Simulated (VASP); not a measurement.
Set up this calculation in VASP 6.6.1, as the native input.

* Task: single point
* Functional: PBEsol
* Potentials or basis: VASP PAW PBE potentials, release 64 (Na_pv, I)
* Cutoff: 520 eV
* k mesh: 6 × 6 × 6
* Occupations: gaussian, width 0.01 eV
* Spin: non-collinear spin, zero start, spin-orbit coupling
* Starting moments: [[0.0, 0.0, 0.0], [0.0, 0.0, 0.0]] μB
* Dipole correction: no
* Further INCAR settings: ALGO = Normal; EDIFF = 1e-07; NBANDS = 26

The structure of NaI lies in POSCAR:

```
NaI
1.0
    3.2002496941      3.2002496941      0.0000000000
   -3.2002496941      3.2002496941      0.0000000000
    0.0000000000      3.2002496941      3.2002496941
Na I
1 1
Direct
    0.0000000000      0.0000000000      0.0000000000
    0.5000000000      0.5000000000      0.0000000000
```

One way to write it, as run:

INCAR

```
PREC = Accurate
ENCUT = 520
EDIFF = 1E-7
ISMEAR = 0
SIGMA = 0.01
LREAL = False
LASPH = True
NELM = 150
ALGO = Normal
ISIF = 2
LWAVE = False
LCHARG = False
MAGMOM = 0 0 0 0 0 0
LORBIT = 11
LSORBIT = True
GGA_COMPAT = False
LORBMOM = True
GGA = PS
NBANDS = 26
```

KPOINTS

```
regular mesh
0
Gamma
  6 6 6
```

Potentials or basis: VASP PAW PBE potentials, release 64 (Na_pv, I).

Run with:

```sh
$ cat potpaw_PBE.64/Na_pv/POTCAR potpaw_PBE.64/I/POTCAR > POTCAR
$ mpirun -np 1 vasp_ncl > vasp.out
```

It gave:

```
Pressure                                              : 0.1 GPa
Net moment                                            : 0.00 μB per cell
Valence electrons inside the program's atomic spheres : Na 6.02; I 4.34
```

Caveat: the PAW data sets were made with another functional, which shifts forces and pressure a little.

Wall time 71 s on 1 thread of AMD EPYC 7R13 Processor (Zen 3), on a shared host, peak memory 0.37 GiB.
